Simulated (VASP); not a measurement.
# GaAs in VASP: a series of runs

Aim: see how the results for GaAs move with the level of theory and the settings. Levels: r2SCAN, PBE. Tasks: single point.

Everything below comes from runs of VASP 6.6.1. Logs are shortened: lines on timing, memory, paths and dates and some standing lists are left out, and cuts for length are marked.

## Step 1: The cell of the first run

It takes space group I-4m2 (No. 119, tetragonal). The conventional cell has a = 4.007 Å, b = 4.007 Å, c = 5.836 Å, α = 90.00°, β = 90.00°, γ = 90.00°. Within 3.3 Å of Ga (site symmetry -4m2) lie 4 As at 2.48 Å. Within 3.3 Å of As (site symmetry -4m2) lie 4 Ga at 2.48 Å.

## Step 2: Single point, r2SCAN, non-collinear spin, zero start, spin-orbit coupling (uniaxial z strain +3.0%)

File POSCAR:

```
GaAs
1.0
    0.0000000000      2.8330850955      2.9180776483
    2.8330850955      0.0000000000      2.9180776483
    2.8330850955      2.8330850955      0.0000000000
Ga As
1 1
Direct
    0.0000000000      0.0000000000      0.0000000000
    0.2500000000      0.2500000000      0.2500000000
```

File INCAR.step1:

```
SYSTEM = GaAs
  PREC = Accurate
  ENCUT = 520
  ISMEAR = -1
  SIGMA = 0.02
  LREAL = .FALSE.
  LASPH = .TRUE.
  NELM = 150
  MAGMOM = 0 0 0 0 0 0
  LSORBIT = .TRUE.
  GGA_COMPAT = .FALSE.
  NBANDS = 30
  GGA = PE
  ALGO = Normal
  EDIFF = 1E-4
  LWAVE = .TRUE.
  LCHARG = .FALSE.
```

File INCAR.step2:

```
SYSTEM = GaAs
  PREC = Accurate
  ENCUT = 520
  EDIFF = 1E-7
  ISMEAR = -1
  SIGMA = 0.02
  LREAL = .FALSE.
  LASPH = .TRUE.
  NELM = 150
  ALGO = Normal
  ISIF = 2
  LWAVE = .FALSE.
  LCHARG = .FALSE.
  MAGMOM = 0 0 0 0 0 0
  LORBIT = 11
  LSORBIT = .TRUE.
  GGA_COMPAT = .FALSE.
  LORBMOM = .TRUE.
  METAGGA = R2SCAN
  LMIXTAU = .TRUE.
  NBANDS = 30
  ISTART = 1
```

File KPOINTS:

```
Automatic mesh
0
G
  8 8 8
  0 0 0
```

Potentials or basis: VASP PAW PBE potentials, release 64 (Ga_d, As).

Command:

```bash
cat potpaw_PBE.64/Ga_d/POTCAR potpaw_PBE.64/As/POTCAR > POTCAR
cp INCAR.step1 INCAR
mpirun -np 1 vasp_ncl > vasp.out
cp INCAR.step2 INCAR
mpirun -np 1 vasp_ncl > vasp.out
```

OUTCAR:

```text
SYSTEM = GaAs
   PREC = Accurate
   ENCUT = 520
   EDIFF = 1E-7
   ISMEAR = -1
   LREAL = .FALSE.
   LASPH = .TRUE.
   NELM = 150
   ISIF = 2
   LORBIT = 11
   LSORBIT = .TRUE.
   METAGGA = R2SCAN
   ISTART = 1

 ion  position               nearest neighbor table
   1  0.000  0.000  0.000-   2 2.48   2 2.48   2 2.48   2 2.48
   2  0.250  0.250  0.250-   1 2.48   1 2.48   1 2.48   1 2.48

  LATTYP: Found a body centered tetragonal cell.
 ALAT       =     4.0065873654
 C/A-ratio  =     1.4566399692

  Lattice vectors:

 A1 = (  -2.8330850955,   0.0000000000,   2.9180776483)
 A2 = (   2.8330850955,   0.0000000000,   2.9180776483)
 A3 = (   0.0000000000,   2.8330850955,  -2.9180776483)

Analysis of symmetry for initial positions (statically):
=====================================================================
 Subroutine PRICEL returns:
 Original cell was already a primitive cell.

 Routine SETGRP: Setting up the symmetry group for a
 body centered tetragonal supercell.

 Subroutine GETGRP returns: Found  8 space group operations
 (whereof  8 operations were pure point group operations)
 out of a pool of 16 trial point group operations.

The static configuration has the point symmetry D_2d.

Analysis of symmetry for dynamics (positions and initial velocities):
=====================================================================
 Subroutine PRICEL returns:
 Original cell was already a primitive cell.

 Routine SETGRP: Setting up the symmetry group for a
 body centered tetragonal supercell.

 Subroutine GETGRP returns: Found  8 space group operations
 (whereof  8 operations were pure point group operations)
 out of a pool of 16 trial point group operations.

The dynamic configuration has the point symmetry D_2d.

Analysis of structural, dynamic, and magnetic symmetry:
=====================================================================
 Subroutine PRICEL returns:
 Original cell was already a primitive cell.

 Routine SETGRP: Setting up the symmetry group for a
 body centered tetragonal supercell.

 Subroutine GETGRP returns: Found  8 space group operations
 (whereof  8 operations were pure point group operations)
 out of a pool of 16 trial point group operations.

The overall configuration has the point symmetry D_2d.

 Subroutine INISYM returns: Found  8 space group operations
 (whereof  8 operations are pure point group operations),
 and found     1 'primitive' translations

----------------------------------------------------------------------------------------

                                     Primitive cell

  volume of cell :      46.8431

  direct lattice vectors                    reciprocal lattice vectors
     0.000000000  2.833085095  2.918077648    -0.176486051  0.176486051  0.171345680
     2.833085095  0.000000000  2.918077648     0.176486051 -0.176486051  0.171345680
     2.833085095  2.833085095  0.000000000     0.176486051  0.176486051 -0.171345680

  length of vectors
     4.067130231  4.067130231  4.006587365     0.302744107  0.302744107  0.302744107

  position of ions in fractional coordinates (direct lattice)
     0.000000000  0.000000000  0.000000000
     0.250000000  0.250000000  0.250000000

  ion indices of the primitive-cell ions
   primitive index   ion index
                 1           1
                 2           2

----------------------------------------------------------------------------------------

 KPOINTS: Automatic mesh

Automatic generation of k-mesh.
 Grid dimensions read from file:
 generate k-points for:    8    8    8

 Generating k-lattice:

  Cartesian coordinates                     Fractional coordinates (reciprocal lattice)
    -0.022060756  0.022060756  0.021418210     0.125000000 -0.000000000  0.000000000
     0.022060756 -0.022060756  0.021418210    -0.000000000  0.125000000  0.000000000
     0.022060756  0.022060756 -0.021418210     0.000000000  0.000000000  0.125000000

[... 97 lines left out ...]

 number of electron      17.9999988 magnetization      -0.0000000      0.0000000     -0.0000000

 Free energy of the ion-electron system (eV)
  ---------------------------------------------------
  ext. energy  EPLUGINS =         0.00000000
  ---------------------------------------------------
  free energy    TOTEN  =       -27.05622763 eV

  energy without entropy =      -27.05622762  energy(sigma->0) =      -27.05622763

 E-fermi :   3.7789     XC(G=0): -10.0832

 val. band max:        3.5116911964   @ k =   0.0000   0.0000   0.0000
 cond. band min:       4.0461734515   @ k =   0.0000   0.0000   0.0000
 fundamental gap:      0.5344822551
 Fermi energy:         3.7788835067

 k-point     1 :       0.0000    0.0000    0.0000
  band No.  band energies     occupation
      1     -12.0834      1.00000
      2     -12.0834      1.00000
      3     -12.0782      1.00000
      4     -12.0782      1.00000
      5     -11.6519      1.00000
      6     -11.6519      1.00000
[... 781 lines left out ...]
     29      15.8399      0.00000
     30      15.8415      0.00000

 [... further k-points ...]

------------------------ aborting loop because EDIFF is reached ----------------------------------------

  FORCE on cell =-STRESS in cart. coord.  units (eV):
  Direction    XX          YY          ZZ          XY          YZ          ZX
  --------------------------------------------------------------------------------------
  -------------------------------------------------------------------------------------
  Total       -0.3612249     -0.3612249     -0.9573306      0.0000000      0.0000000      0.0000000
  in kB      -12.3549829    -12.3549829    -32.7436016      0.0000000      0.0000000      0.0000000
  external PRESSURE =     -19.1511891 kB  Pullay stress =       0.0000000 kB

 VOLUME and BASIS-vectors are now :
 -----------------------------------------------------------------------------
  energy-cutoff  :      520.00
  volume of cell :       46.84
      direct lattice vectors                 reciprocal lattice vectors
     0.000000000  2.833085095  2.918077648    -0.176486051  0.176486051  0.171345680
     2.833085095  0.000000000  2.918077648     0.176486051 -0.176486051  0.171345680
     2.833085095  2.833085095  0.000000000     0.176486051  0.176486051 -0.171345680

 POSITION                                       TOTAL-FORCE (eV/Angst)
 -----------------------------------------------------------------------------------
      0.00000      0.00000      0.00000        -0.000000     -0.000000     -0.000000
      1.41654      1.41654      1.45904         0.000000      0.000000      0.000000
 -----------------------------------------------------------------------------------
    total drift:                               -0.000001     -0.000001     -0.000003

  FREE ENERGIE OF THE ION-ELECTRON SYSTEM (eV)
  ---------------------------------------------------
  free  energy   TOTEN  =       -27.0562276272 eV

  energy  without entropy=      -27.0562276236  energy(sigma->0) =      -27.05622763

 orbital moment (x)

 # of ion     p       d       tot
 ----------------------------------------
  1         0.000  -0.000   0.000
  2        -0.000  -0.000  -0.000
 ----------------------------------------
           -0.000  -0.000  -0.000

 orbital moment (y)

 # of ion     p       d       tot
 ----------------------------------------
  1         0.000  -0.000  -0.000
  2         0.000   0.000   0.000
 ----------------------------------------
            0.000   0.000   0.000

 orbital moment (z)

 # of ion     p       d       tot
 ----------------------------------------
  1        -0.000  -0.000  -0.000
  2         0.000  -0.000  -0.000
 ----------------------------------------
           -0.000  -0.000  -0.000

 Spin-Orbit-Coupling matrix elements

 Ion:    1  E_soc:     -0.0112208
 l=   1
     0.0000000    -0.0010670    -0.0010699
    -0.0010670     0.0000000    -0.0010670
    -0.0010699    -0.0010670     0.0000000
 l=   2
     0.0000000    -0.0001601     0.0000000    -0.0001601    -0.0006426
    -0.0001601     0.0000000    -0.0004816    -0.0001599    -0.0001604
     0.0000000    -0.0004816     0.0000000    -0.0004816     0.0000000
    -0.0001601    -0.0001599    -0.0004816     0.0000000    -0.0001604
    -0.0006426    -0.0001604     0.0000000    -0.0001604     0.0000000
 l=   3
     0.0000000     0.0000000     0.0000000     0.0000000     0.0000000     0.0000000     0.0000000
     0.0000000     0.0000000     0.0000000     0.0000000     0.0000000     0.0000000     0.0000000
     0.0000000     0.0000000     0.0000000     0.0000000     0.0000000     0.0000000     0.0000000
     0.0000000     0.0000000     0.0000000     0.0000000     0.0000000     0.0000000     0.0000000
     0.0000000     0.0000000     0.0000000     0.0000000     0.0000000     0.0000000     0.0000000
     0.0000000     0.0000000     0.0000000     0.0000000     0.0000000     0.0000000     0.0000000
     0.0000000     0.0000000     0.0000000     0.0000000     0.0000000     0.0000000     0.0000000

 Ion:    2  E_soc:     -0.0229550
 l=   1
     0.0000000    -0.0038046    -0.0038466
    -0.0038046     0.0000000    -0.0038046
    -0.0038466    -0.0038046     0.0000000
 l=   2
     0.0000000    -0.0000036     0.0000000    -0.0000036    -0.0000037
    -0.0000036     0.0000000    -0.0000026    -0.0000038    -0.0000008
     0.0000000    -0.0000026     0.0000000    -0.0000026     0.0000000
    -0.0000036    -0.0000038    -0.0000026     0.0000000    -0.0000008
    -0.0000037    -0.0000008     0.0000000    -0.0000008     0.0000000
 l=   3
     0.0000000     0.0000000     0.0000000     0.0000000     0.0000000     0.0000000     0.0000000
     0.0000000     0.0000000     0.0000000     0.0000000     0.0000000     0.0000000     0.0000000
     0.0000000     0.0000000     0.0000000     0.0000000     0.0000000     0.0000000     0.0000000
     0.0000000     0.0000000     0.0000000     0.0000000     0.0000000     0.0000000     0.0000000
     0.0000000     0.0000000     0.0000000     0.0000000     0.0000000     0.0000000     0.0000000
     0.0000000     0.0000000     0.0000000     0.0000000     0.0000000     0.0000000     0.0000000
     0.0000000     0.0000000     0.0000000     0.0000000     0.0000000     0.0000000     0.0000000

 total charge

# of ion       s       p       d       tot
------------------------------------------
    1        0.847   0.760   9.992  11.599
    2        1.206   1.613   0.030   2.848
--------------------------------------------------
tot          2.053   2.373  10.022  14.447

 magnetization (x)

# of ion       s       p       d       tot
------------------------------------------
    1        0.000  -0.000   0.000  -0.000
    2       -0.000   0.000   0.000   0.000
--------------------------------------------------
tot         -0.000  -0.000   0.000  -0.000

 magnetization (y)

# of ion       s       p       d       tot
------------------------------------------
    1        0.000   0.000   0.000   0.000
    2        0.000  -0.000   0.000  -0.000
--------------------------------------------------
tot          0.000   0.000   0.000   0.000

 magnetization (z)

# of ion       s       p       d       tot
------------------------------------------
    1       -0.000   0.000   0.000  -0.000
    2        0.000   0.000  -0.000   0.000
--------------------------------------------------
tot         -0.000   0.000  -0.000  -0.000
```

Wall time 18 min (1 thread of Intel Xeon Platinum 8488C (Sapphire Rapids), shared host); peak memory 0.44 GiB.

Results:

```yaml
Free_energy: -27.0562 eV
Pressure: -1.9 GPa
Net_moment: 0.00 μB per cell
Valence_electrons_inside_the_program's_atomic_spheres: Ga 11.60; As 2.85
```

Stress tensor (GPa, compression positive):
```
-1.24  0.00  0.00
 0.00 -1.24  0.00
 0.00  0.00 -3.27
```

Moments on the atoms (μB; x, y, z):
```
Ga  0.00 0.00 0.00
As  0.00 0.00 0.00
```

Caveat: the cell differs from its parent crystal (uniaxial z strain +3.0%); the PAW data sets were made with another functional, which shifts forces and pressure a little.

## Step 3: Single point, PBE

This run uses another cell than the first one, of 22.74 Å³/atom, 0.971 times its volume.

File INCAR:

```
SYSTEM = GaAs
PREC = Accurate
ENCUT = 600
EDIFF = 1E-6
ISMEAR = -1
SIGMA = 0.02
LREAL = .False.
LASPH = .True.
NELM = 120
ALGO = Normal
ISIF = 2
LWAVE = .False.
LCHARG = .False.
GGA = PE
NBANDS = 21
GGA_COMPAT = .False.
```

File KPOINTS:

```
Automatic mesh
0
Gamma
  8 8 8
  0 0 0
```

File POSCAR:

```
GaAs
1.0
    0.0000000000      2.8330850955      2.8330850955
    2.8330850955      0.0000000000      2.8330850955
    2.8330850955      2.8330850955      0.0000000000
Ga As
1 1
Direct
    0.0000000000      0.0000000000      0.0000000000
    0.2500000000      0.2500000000      0.2500000000
```

Potentials or basis: VASP PAW PBE potentials, release 64 (Ga_d, As_d).

Command:

```bash
cat potpaw_PBE.64/Ga_d/POTCAR potpaw_PBE.64/As_d/POTCAR > POTCAR
mpirun -np 1 vasp_std > vasp.out
```

It took 14 s on 1 thread of Intel Xeon 6975P-C (Granite Rapids), shared host; peak memory 0.19 GiB.

It converged, with:

- Free energy: -8.2670 eV
- Pressure: 2.7 GPa
- Band gap on the k mesh: 0.47 eV, direct

Levels at points of the mesh, in eV from the valence-band top:
```
           k point  band 12  band 13  band 14  band 15  band 16  band 17
(0.00, 0.00, 0.00)     0.00     0.00     0.00     0.47     3.74     3.74
(0.50, 0.00, 0.00)    -6.59    -1.13    -1.13     0.98     4.64     4.64
(0.50, 0.50, 0.00)    -6.78    -2.65    -2.65     1.48     1.67    10.13
```

## Step 4: Single point, PBE (uniaxial z strain -3.0%)

File INCAR:

```
ALGO = Normal
EDIFF = 1E-6
ENCUT = 600
GGA = PE
GGA_COMPAT = F
ISIF = 2
ISMEAR = -1
LASPH = T
LCHARG = F
LREAL = F
LWAVE = F
NBANDS = 21
NELM = 120
PREC = Accurate
SIGMA = 0.02
```

File KPOINTS:

```
k-points
0
Gamma
  8 8 8
```

File POSCAR:

```
GaAs
1.0
    0.0000000000      2.8330850955      2.7480925426
    2.8330850955      0.0000000000      2.7480925426
    2.8330850955      2.8330850955      0.0000000000
Ga As
1 1
Direct
    0.0000000000      0.0000000000      0.0000000000
    0.2500000000      0.2500000000      0.2500000000
```

Command:

```bash
cat potpaw_PBE.64/Ga_d/POTCAR potpaw_PBE.64/As_d/POTCAR > POTCAR
mpirun -np 1 vasp_std > vasp.out
```

It took 17 s on 1 thread of Intel Xeon 6975P-C (Granite Rapids), shared host; peak memory 0.21 GiB.

The run converged. Its results:

```yaml
Free_energy: -8.2278 eV
Pressure: 5.1 GPa
Band_gap_on_the_k_mesh: 0.58 eV, direct
```

Stress tensor (GPa, compression positive):
```
4.52 0.00 0.00
0.00 4.52 0.00
0.00 0.00 6.21
```

Levels at points of the mesh, in eV from the valence-band top:
```tsv
k point	band 11	band 12	band 13	band 14	band 15	band 16	band 17	band 18
(0.00, 0.00, 0.00)	-13.01	-0.17	-0.17	0.00	0.58	3.58	3.67	3.67
(0.50, 0.00, 0.00)	-11.17	-6.87	-1.41	-1.16	0.94	4.43	4.67	7.68
(0.50, 0.50, 0.00)	-10.33	-6.91	-3.01	-3.01	1.19	1.34	10.26	10.26
(0.50, 0.00, 0.50)	-10.44	-7.09	-2.81	-2.79	1.38	1.64	10.11	10.30
```

Caveat: the cell differs from its parent crystal (uniaxial z strain -3.0%).

## Step 5: Overview

```tsv
level	potentials or basis	spin	cell	cutoff (eV)	second run	gap on the mesh (eV)	pressure (GPa)
r2SCAN	VASP PAW PBE potentials, release 64 (Ga_d, As)	non-collinear, zero start, SOC	a = 4.067, b = 4.067, c = 4.007 Å, angles 60.5, 60.5, 59.0°, 2 atoms	520	-	-	-1.9
PBE	VASP PAW PBE potentials, release 64 (Ga_d, As_d)	off	a = 4.007 Å, angles 60.0°, 2 atoms	600	valence_matched	0.47	2.7
PBE	VASP PAW PBE potentials, release 64 (Ga_d, As_d)	off	a = 3.947, b = 3.947, c = 4.007 Å, angles 59.5, 59.5, 61.0°, 2 atoms	600	valence_matched	0.58	5.1
```

Alike in all rows: task single point; k mesh 8 × 8 × 8; smearing fermi-dirac 0.02 eV.

Caveats: the PAW data sets were made with another functional, which shifts forces and pressure a little (some runs).

Absolute energies hang on the potentials; compare differences alone.
